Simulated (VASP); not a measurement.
Set up this calculation in VASP 6.6.1, as the native input.

* Task: single point
* Functional: PBE
* Potentials or basis: VASP PAW PBE potentials, release 64 (F)
* Cutoff: 520 eV
* k mesh: 38 × 38 × 38
* Occupations: fermi-dirac, width 0.0612256 eV
* Spin: no spin polarisation
* Dipole correction: no
* Further INCAR settings: ALGO = Normal; EDIFF = 1e-07; NBANDS = 14

The structure of F lies in POSCAR:

```
F
1.0
    0.0000000000      2.4864396703      2.4864396703
    2.4864396703      0.0000000000      2.4864396703
    2.4864396703      2.4864396703      0.0000000000
F
2
Direct
    0.0000000000      0.0000000000      0.0000000000
    0.2500000000      0.2500000000      0.2500000000
```

One way to write it, as run:

INCAR

```
PREC = Accurate ; ENCUT = 520
EDIFF = 1E-7 ; ISMEAR = -1
SIGMA = 0.06122561905347299 ; LREAL = False
LASPH = True ; NELM = 100
ALGO = Normal ; ISIF = 2
LWAVE = False ; LCHARG = True
GGA = PE ; LELF = True
LVHAR = True ; NBANDS = 14
```

KPOINTS

```
regular mesh
0
Gamma
  38 38 38
```

Potentials or basis: VASP PAW PBE potentials, release 64 (F).

Run with:

```console
$ cat potpaw_PBE.64/F/POTCAR > POTCAR
$ mpirun -np 1 vasp_std > vasp.out
```

It gave:

The pressure is -2.4 GPa and the band gap on the k mesh is zero (bands 7 and 8 overlap by 0.86 eV).

Run time: 9 min on 1 thread of Oxide Virtual Turin-like Processor, on a shared host, peak memory 0.49 GiB.
